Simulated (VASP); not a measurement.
Ir: single point with LDA

Crystal: Ir.

```
Ir
1.0
     0.00000    1.91560    1.91560
     1.91560    0.00000    1.91560
     1.91560    1.91560    0.00000
Ir
1
Direct
  0.00000 0.00000 0.00000
```

```json
{
  "Program": "VASP 6.6.1",
  "Task": "single point",
  "Functional": "LDA",
  "Potentials or basis": "VASP PAW LDA potentials, release 64 (Ir_sv_GW)",
  "Cutoff": "500 eV",
  "k mesh": "12 × 12 × 12",
  "Occupations": "fermi-dirac, width 0.05 eV",
  "Spin": "no spin polarisation",
  "Dipole correction": "no",
  "Second run": "valence_matched",
  "Further INCAR settings": "ALGO = Normal; EDIFF = 1e-06; NBANDS = 14"
}
```

| Quantity | Value |
| --- | --- |
| Pressure | -8.3 GPa |

Levels at points of the mesh, in eV from the Fermi level:
| k point | band 4 | band 5 | band 6 | band 7 | band 8 | band 9 | band 10 | band 11 | band 12 | band 13 |
| --- | --- | --- | --- | --- | --- | --- | --- | --- | --- | --- |
| (0.00, 0.00, 0.00) | -49.25 | -11.18 | -3.98 | -3.98 | -3.98 | -1.23 | -1.23 | 13.60 | 19.10 | 19.10 |
| (0.50, 0.00, 0.00) | -49.37 | -8.20 | -4.08 | -4.08 | -0.75 | 0.88 | 0.88 | 7.32 | 13.26 | 19.11 |
| (0.50, 0.50, 0.00) | -49.55 | -8.02 | -7.46 | 0.87 | 1.46 | 1.46 | 1.71 | 10.60 | 11.49 | 11.49 |

It took 7.9 s on 1 thread of Intel(R) Xeon(R) Platinum 8375C CPU @ 2.90GHz (Ice Lake), on a shared host, peak memory 0.13 GiB.

Caveat: spin-orbit coupling is left out, which moves the levels of the heavy elements.
